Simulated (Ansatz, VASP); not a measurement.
## ZrB2 in VASP and in Ansatz

```
CELL_PARAMETERS angstrom
3.21172 0.00000 0.00000
-1.60586 2.78143 0.00000
0.00000 0.00000 3.57949
ATOMIC_POSITIONS crystal
Zr 0.00000 0.00000 0.00000
B 0.66667 0.33333 0.50000
B 0.33333 0.66667 0.50000
```

Change from the starting cell: volume scaled by 1.04.

Alike in both runs: task single point; functional PBEsol; k mesh 10 × 10 × 8; occupations fermi-dirac, width 0.05 eV; no spin polarisation.

```csv
,VASP,Ansatz
version,VASP 6.6.1,Ansatz 0.2.0
potentials or method,"VASP PAW PBE potentials, release 64 (Zr_sv, B), cutoff 520 eV","all-electron LAPW, scalar-relativistic"
```

Ansatz gave:

* gap on the k mesh at the Fermi level (eV): none
* pressure (GPa): -12.6
* traceless stress, the component that is largest in VASP (GPa): 0.53

Question: Which values does VASP return?

Answer: gap on the k mesh at the Fermi level (eV): none; pressure (GPa): -12.3; traceless stress, the component that is largest in VASP (GPa): 0.48.

VASP's potentials were made for PBE, not for PBEsol. A gap of «none» marks a metal or a gap that the smearing closes. Ansatz ran all-electron here, and VASP with PAW potentials.
